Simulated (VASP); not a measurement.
A run of VASP 6.6.1:

Contents of INCAR:

```
ALGO = Normal
EDIFF = 1E-6
ENCUT = 520
GGA = PE
ISIF = 2
ISMEAR = 0
LASPH = T
LCHARG = T
LELF = T
LREAL = F
LVHAR = T
LWAVE = F
NBANDS = 24
NELM = 80
PREC = Accurate
SIGMA = 0.011
```

KPOINTS

```
k-points
0
Gamma
  10 10 5
```

Contents of POSCAR:

```
TaN
1.0
    2.9217699809      0.0000000000      0.0000000000
   -1.4608849905      2.5303270275      0.0000000000
    0.0000000000      0.0000000000      5.9165150000
Ta N
2 2
Direct
    0.0000000000      0.0000000000      0.5000000000
    0.0000000000      0.0000000000      0.0000000000
    0.3333333333      0.6666666667      0.2500000000
    0.6666666667      0.3333333333      0.7500000000
```

Potentials or basis: VASP PAW PBE potentials, release 64 (Ta_pv, N).

The run is started by

```sh
$ cat potpaw_PBE.64/Ta_pv/POTCAR potpaw_PBE.64/N/POTCAR > POTCAR
$ mpirun -np 1 vasp_std > vasp.out
```

Hardware: 1 thread of Intel(R) Xeon(R) Platinum 8259CL CPU @ 2.50GHz (Skylake/Cascade Lake), with other jobs on the host.

Q: Estimate the wall time of this run.

A: Run time: 32 s on 1 thread of Intel(R) Xeon(R) Platinum 8259CL CPU @ 2.50GHz (Skylake/Cascade Lake), with other jobs on the host, peak memory 0.19 GiB. Counts: scf iterations 13, k points 42.
